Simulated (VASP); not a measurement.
# Pd (Pm-3m) in VASP: further runs, part 2 of 2

VASP 6.6.1.

## 3. Relaxation of cell and atoms, LDA, target pressure 20 GPa, at which the enthalpy is minimised

File INCAR:

```
SYSTEM = Pd
  ALGO = Normal
  EDIFF = 1E-6
  EDIFFG = -0.01
  ENCUT = 600
  GGA = CA
  IBRION = 2
  ISIF = 3
  ISMEAR = 1
  LASPH = .True.
  LCHARG = .False.
  LREAL = .False.
  LWAVE = .False.
  NELM = 100
  NSW = 80
  PREC = Accurate
  PSTRESS = 200.0
  SIGMA = 0.1
```

File KPOINTS:

```
k-points
0
Gamma
  16 16 16
  0 0 0
```

File POSCAR:

```
Pd
1.0
    2.5300000000      0.0000000000      0.0000000000
    0.0000000000      2.5300000000      0.0000000000
    0.0000000000      0.0000000000      2.5300000000
Pd
1
Direct
    0.0000000000      0.0000000000      0.0000000000
```

Potentials or basis: VASP PAW LDA potentials, release 64 (Pd).

The run is started by

```
> cat potpaw_LDA.64/Pd/POTCAR > POTCAR
> mpirun -np 1 vasp_std > vasp.out
```

OUTCAR:

```text
SYSTEM = Pd
   EDIFF = 1E-6
   EDIFFG = -0.01
   ENCUT = 600
   GGA = CA
   IBRION = 2
   ISIF = 3
   ISMEAR = 1
   LASPH = .True.
   LREAL = .False.
   NELM = 100
   NSW = 80
   PREC = Accurate
   PSTRESS = 200.0

 ion  position               nearest neighbor table
   1  0.000  0.000  0.000-

  LATTYP: Found a simple cubic cell.
 ALAT       =     2.5300000000

  Lattice vectors:

 A1 = (   2.5300000000,   0.0000000000,   0.0000000000)
 A2 = (   0.0000000000,   2.5300000000,   0.0000000000)
 A3 = (   0.0000000000,   0.0000000000,   2.5300000000)

Analysis of symmetry for initial positions (statically):
=====================================================================
 Subroutine PRICEL returns:
 Original cell was already a primitive cell.

 Routine SETGRP: Setting up the symmetry group for a
 simple cubic supercell.

 Subroutine GETGRP returns: Found 48 space group operations
 (whereof 48 operations were pure point group operations)
 out of a pool of 48 trial point group operations.

The static configuration has the point symmetry O_h .

Analysis of symmetry for dynamics (positions and initial velocities):
=====================================================================
 Subroutine PRICEL returns:
 Original cell was already a primitive cell.

 Routine SETGRP: Setting up the symmetry group for a
 simple cubic supercell.

 Subroutine GETGRP returns: Found 48 space group operations
 (whereof 48 operations were pure point group operations)
 out of a pool of 48 trial point group operations.

The dynamic configuration has the point symmetry O_h .

 Subroutine INISYM returns: Found 48 space group operations
 (whereof 48 operations are pure point group operations),
 and found     1 'primitive' translations

----------------------------------------------------------------------------------------

                                     Primitive cell

  volume of cell :      16.1943

[... 112 lines left out ...]
   LHFCALC =     F    Hartree Fock is set to
   AEXX    =    0.0000 exact exchange contribution
   IVDW    =     0    specifies the selected vdW correction
   LEPSILON=     F    determine dielectric tensor
   LRPA    =     F    only Hartree local field effects (RPA)
 conjugate gradient relaxation of ions
 non-spin polarized calculation
 Methfessel and Paxton  Order N= 1 SIGMA  =   0.10
  energy-cutoff  :      600.00
  volume of cell :       16.19
 maximum number of plane-waves:       554
   NGX = 11   NGY = 11   NGZ = 11

--------------------------------------- Ionic step        1  -------------------------------------------

 number of electron      10.0000000 magnetization

 number of electron       9.9999996 magnetization

 Free energy of the ion-electron system (eV)
  ---------------------------------------------------
  ext. energy  EPLUGINS =         0.00000000
  ---------------------------------------------------
  free energy    TOTEN  =        -5.88326177 eV

  energy without entropy =       -5.88256958  energy(sigma->0) =       -5.88303104

------------------------ aborting loop because EDIFF is reached ----------------------------------------

  FORCE on cell =-STRESS in cart. coord.  units (eV):
  Direction    XX          YY          ZZ          XY          YZ          ZX
  --------------------------------------------------------------------------------------
  -------------------------------------------------------------------------------------
  Total        0.1691275      0.1691275      0.1691275      0.0000000      0.0000000      0.0000000
  in kB       16.7325940     16.7325940     16.7325940      0.0000000      0.0000000      0.0000000
  external PRESSURE =    -183.2674060 kB  Pullay stress =     200.0000000 kB
[... 24 lines left out ...]
--------------------------------------- Ionic step        2  -------------------------------------------

 number of electron      10.0000001 magnetization

 E-fermi :  13.6271     XC(G=0): -14.5489

 val. band max:       13.6233152079   @ k =   0.0625   0.0625   0.0000
 cond. band min:      13.6359805056   @ k =   0.0625   0.0000   0.0000
 fundamental gap:      0.0126652977
 Fermi energy:        13.6271400200

 k-point     1 :       0.0000    0.0000    0.0000
  band No.  band energies     occupation
      1       4.6451      2.00000
      2       5.7776      2.00000
      3       5.7776      2.00000
      4      13.7741     -0.05792
      5      13.7741     -0.05792
      6      13.7741     -0.05792
      7      32.5693      0.00000
      8      32.5693      0.00000
      9      32.5693      0.00000
[... 386 lines left out ...]
--------------------------------------- Ionic step        5  -------------------------------------------

 number of electron      10.0000002 magnetization

 Free energy of the ion-electron system (eV)
  ---------------------------------------------------
  ext. energy  EPLUGINS =         0.00000000
  ---------------------------------------------------
  free energy    TOTEN  =        -5.80129022 eV

  energy without entropy =       -5.80096585  energy(sigma->0) =       -5.80118210

 E-fermi :   9.7633     XC(G=0): -13.3284

 val. band max:        9.7535896867   @ k =   0.2500   0.2500   0.1875
 cond. band min:       9.7674172496   @ k =   0.2500   0.0625   0.0625
 fundamental gap:      0.0138275629
 Fermi energy:         9.7632780976

 k-point     1 :       0.0000    0.0000    0.0000
  band No.  band energies     occupation
      1       2.4511      2.00000
      2       3.8722      2.00000
      3       3.8722      2.00000
      4       9.8464      0.00487
      5       9.8464      0.00487
      6       9.8464      0.00487
      7      27.3726      0.00000
      8      27.3726      0.00000
      9      27.3726      0.00000
[... 308 lines left out ...]
  energy  without entropy=       -5.8009658505  energy(sigma->0) =       -5.80118210

  enthalpy is  TOTEN    =        -3.9434290654 eV   P V=        1.8578611584

 reached required accuracy - stopping structural energy minimisation
```

Run time: 34 s. Hardware: 1 thread of Intel Xeon 6975P-C (Granite Rapids), shared host; peak memory 0.15 GiB.

What came out:

```yaml
Free_energy: -5.8013 eV
Relaxed_volume: 14.88 Å³/atom
Relaxed_cell: a = 2.460 Å, b = 2.460 Å, c = 2.460 Å, α = 90.00°, β = 90.00°, γ = 90.00°
Space_group_after_relaxing_to_0.05_Å: Pm-3m (No. 221)
Energy_change_on_relaxing_the_enthalpy_is_what_falls: +82.0 meV/atom
Ionic_steps: 5
Pressure_after_relaxing: 20.0 GPa
Band_gap_on_the_k_mesh: zero (band 5 reaches 11.45 eV, above the bottom of band 6 at 8.95 eV)
```

The path:
```csv
step,energy change (eV),largest force (eV/Å),pressure (GPa),volume (Å³)
1,0.0000,0.0000,1.67,16.19
2,0.9846,0.0000,102.71,12.23
3,0.0707,0.0000,18.37,14.98
4,0.0789,0.0000,19.57,14.91
5,0.0820,0.0000,20.00,14.88
```

Final structure:
```cif
data_structure
_symmetry_space_group_name_H-M 'P 1'
_symmetry_Int_Tables_number 1
_cell_length_a 2.4598
_cell_length_b 2.4598
_cell_length_c 2.4598
_cell_angle_alpha 90.000
_cell_angle_beta 90.000
_cell_angle_gamma 90.000
_cell_volume 14.88
loop_
_atom_site_label
_atom_site_type_symbol
_atom_site_fract_x
_atom_site_fract_y
_atom_site_fract_z
_atom_site_occupancy
Pd1 Pd 0.00000 0.00000 0.00000 1
```

Levels at points of the mesh, in eV from the Fermi level:
| k point | band 3 | band 4 | band 5 | band 6 | band 7 | band 8 |
| --- | --- | --- | --- | --- | --- | --- |
| (0.00, 0.00, 0.00) | -5.89 | 0.08 | 0.08 | 0.08 | 17.61 | 17.61 |
| (0.50, 0.00, 0.00) | -2.02 | -2.02 | -0.21 | 0.28 | 5.89 | 18.58 |
| (0.50, 0.50, 0.00) | -1.62 | -1.62 | 1.56 | 5.72 | 5.72 | 13.58 |
| (0.50, 0.50, 0.50) | -5.11 | 1.69 | 1.69 | 10.77 | 12.42 | 12.42 |

Caveat: the cell is relaxed towards a set pressure, so the enthalpy falls and the energy may rise.

## 4. Relaxation of cell and atoms, LDA, target pressure 30 GPa, at which the enthalpy is minimised

File INCAR:

```
SYSTEM = Pd
ALGO = Normal ; EDIFF = 1E-7
EDIFFG = -0.01 ; ENCUT = 600
IBRION = 2 ; ISIF = 3
ISMEAR = 1 ; LASPH = .True.
LCHARG = .False. ; LREAL = .False.
LWAVE = .False. ; NELM = 60
NSW = 80 ; PREC = Accurate
PSTRESS = 300.0 ; SIGMA = 0.1
```

KPOINTS is that of step 3.

POSCAR is that of step 3.

The run is started by

```
> cat potpaw_LDA.64/Pd/POTCAR > POTCAR
> mpirun -np 1 vasp_std > vasp.out
```

It took 31 s on 1 thread of Intel Xeon 6975P-C (Granite Rapids), shared host; peak memory 0.15 GiB.

Results (log left out):

- Free energy: -5.7239 eV
- Relaxed volume: 14.38 Å³/atom
- Relaxed cell: a = 2.432 Å, b = 2.432 Å, c = 2.432 Å, α = 90.00°, β = 90.00°, γ = 90.00°
- Space group after relaxing (to 0.05 Å): Pm-3m (No. 221)
- Energy change on relaxing (the enthalpy is what falls): +159.3 meV/atom
- Ionic steps: 5
- Pressure after relaxing: 30.0 GPa
- Band gap on the k mesh: zero (band 5 reaches 12.17 eV, above the bottom of band 6 at 9.52 eV)

Step by step:
| step | energy change (eV) | largest force (eV/Å) | pressure (GPa) | volume (Å³) |
| --- | --- | --- | --- | --- |
| 1 | 0.0000 | 0.0000 | 1.67 | 16.19 |
| 2 | 2.8823 | 0.0000 | 241.39 | 10.37 |
| 3 | 0.1224 | 0.0000 | 25.51 | 14.60 |
| 4 | 0.1453 | 0.0000 | 28.35 | 14.46 |
| 5 | 0.1593 | 0.0000 | 30.02 | 14.38 |

Final structure:
```cif
data_structure
_symmetry_space_group_name_H-M 'P 1'
_symmetry_Int_Tables_number 1
_cell_length_a 2.4320
_cell_length_b 2.4320
_cell_length_c 2.4320
_cell_angle_alpha 90.000
_cell_angle_beta 90.000
_cell_angle_gamma 90.000
_cell_volume 14.38
loop_
_atom_site_label
_atom_site_type_symbol
_atom_site_fract_x
_atom_site_fract_y
_atom_site_fract_z
_atom_site_occupancy
Pd1 Pd 0.00000 0.00000 0.00000 1
```

Levels at points of the mesh, in eV from the Fermi level:
| k point | band 2 | band 3 | band 4 | band 5 | band 6 | band 7 | band 8 | band 9 |
| --- | --- | --- | --- | --- | --- | --- | --- | --- |
| (0.00, 0.00, 0.00) | -6.20 | -6.20 | 0.09 | 0.09 | 0.09 | 17.84 | 17.84 | 17.84 |
| (0.50, 0.00, 0.00) | -5.18 | -2.14 | -2.14 | -0.35 | 0.30 | 6.12 | 18.59 | 22.62 |
| (0.50, 0.50, 0.00) | -4.60 | -1.71 | -1.71 | 1.65 | 5.77 | 5.77 | 13.81 | 14.33 |
| (0.50, 0.50, 0.50) | -5.40 | -5.40 | 1.79 | 1.79 | 10.65 | 12.72 | 12.72 | 12.72 |

Caveat: the cell is relaxed towards a set pressure, so the enthalpy falls and the energy may rise.

## 5. The runs side by side

```csv
cell,gap on the mesh (eV),pressure (GPa)
relaxed to 10 GPa,none,10.0
relaxed to 20 GPa,none,20.0
relaxed to 30 GPa,none,30.0
```

Alike in all rows: task relaxation of cell and atoms; level LDA; potentials or basis VASP PAW LDA potentials, release 64 (Pd); no spin polarisation; k mesh 16 × 16 × 16; cutoff (eV) 600; smearing methfessel-paxton 0.1 eV.

Caveats: the cell is relaxed towards a set pressure, so the enthalpy falls and the energy may rise.

Total energies depend on the potentials used, so only differences within one code and one set of settings carry meaning.
